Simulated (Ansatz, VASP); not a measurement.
## One calculation of HfN, two programs

The input INCAR:

```
SYSTEM = HfN
PREC = Accurate
ENCUT = 520
EDIFF = 1E-6
ISMEAR = 0
SIGMA = 0.15
LREAL = .False.
LASPH = .True.
NELM = 100
ALGO = Normal
ISIF = 2
LWAVE = .False.
LCHARG = .True.
GGA = PE
LELF = .True.
LVHAR = .True.
NBANDS = 14
```

The input KPOINTS:

```
Automatic mesh
0
Gamma
  16 16 16
  0 0 0
```

POSCAR

```
HfN
1.0
    0.0000000000      2.3800011571      2.2738140414
    2.2738140414      0.0000000000      2.2738140414
    2.2738140414      2.3800011571      0.0000000000
Hf N
1 1
Direct
    0.0013390996     -0.0013390996      0.0013390996
    0.4829361596      0.5170638404      0.4829361596
```

Input for Ansatz:

```yaml
crystal:
  lattice:
    - [0.0, 2.3800011571, 2.2738140414]
    - [2.2738140414, 0.0, 2.2738140414]
    - [2.2738140414, 2.3800011571, 0.0]
  atoms:
    - { symbol: Hf, position: [0.0013390996, -0.0013390996, 0.0013390996] }
    - { symbol: "N", position: [0.4829361596, 0.5170638404, 0.4829361596] }
basis:
  ecutwfc: 520.0
kpoints:
  mp_grid: { grid: [16, 16, 16] }
hamiltonian:
  xc: pbe
  pseudopotentials: { kind: paw, azcp: { folder: soft_1 } }
scf:
  occupations: { method: gaussian, width: 0.15 }
output:
  forces: true
  stress: true
  eigenvalues: true
```

Change from the starting cell: mode 5 frozen in at -0.078 Å, normal strain along y +0.0467.

Alike in both runs: task single point; functional PBE; k mesh 16 × 16 × 16; occupations gaussian, width 0.15 eV; no spin polarisation.

|  | VASP | Ansatz |
| --- | --- | --- |
| version | VASP 6.6.1 | Ansatz 0.2.0 |
| potentials or method | VASP PAW PBE potentials, release 64 (Hf_pv, N), cutoff 520 eV | scalar-relativistic, plane waves, PAW |
| valence electrons in the cell | 15 | 31 |

|  | VASP | Ansatz | Ansatz less VASP |
| --- | --- | --- | --- |
| gap on the k mesh at the Fermi level (eV) | none | none | - |
| pressure (GPa) | -11.3 | -9.2 | +2.15 |
| traceless stress, the component that is largest in VASP (GPa) | -8.99 | -9.14 | -0.149 |
| rms of the force components (eV/Å) | 0.299 | 0.298 | -0.0007 |

Atom by atom the forces differ by 0.001 eV/Å (rms over components). A gap of «none» marks a metal or a gap that the smearing closes. With one functional, cell and mesh, what is left measures potentials, basis and numerics. VASP's potentials hold 15 valence electrons a cell and Ansatz's 31, so a difference there can come from the potentials and not from the codes.

Neither program's run includes spin-orbit coupling.
